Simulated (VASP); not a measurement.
Here is a VASP 6.6.1 calculation.

File INCAR:

```
  PREC = Accurate
  ENCUT = 520
  EDIFF = 1E-6
  ISMEAR = -1
  SIGMA = 0.1
  LREAL = F
  LASPH = T
  NELM = 80
  ALGO = Normal
  ISIF = 2
  LWAVE = F
  LCHARG = T
  GGA = PE
  LELF = T
  LVHAR = T
  NBANDS = 19
```

KPOINTS

```
regular mesh
0
Gamma
  14 14 14
```

The input POSCAR:

```
Cd
1.0
   -2.3979993040      2.3979993040      1.2366117971
    2.3979993040     -2.3979993040      1.2366117971
    2.3979993040      2.3979993040     -1.2366117971
Cd
2
Direct
   -0.3750000000     -0.1250000000     -0.2500000000
    0.3750000000      0.1250000000      0.2500000000
```

Potentials or basis: VASP PAW PBE potentials, release 64 (Cd).

Command:

```sh
$ cat potpaw_PBE.64/Cd/POTCAR > POTCAR
$ mpirun -np 1 vasp_std > vasp.out
```

Task: Estimate the band gap on the k mesh.

Result: Zero (band 12 reaches 11.71 eV, above the bottom of band 13 at 5.15 eV).

Task: Estimate the pressure.

Result: 105.5 GPa.

Stress tensor (GPa, compression positive):
```
105.35   0.00   0.00
  0.00 105.35   0.00
  0.00   0.00 105.68
```
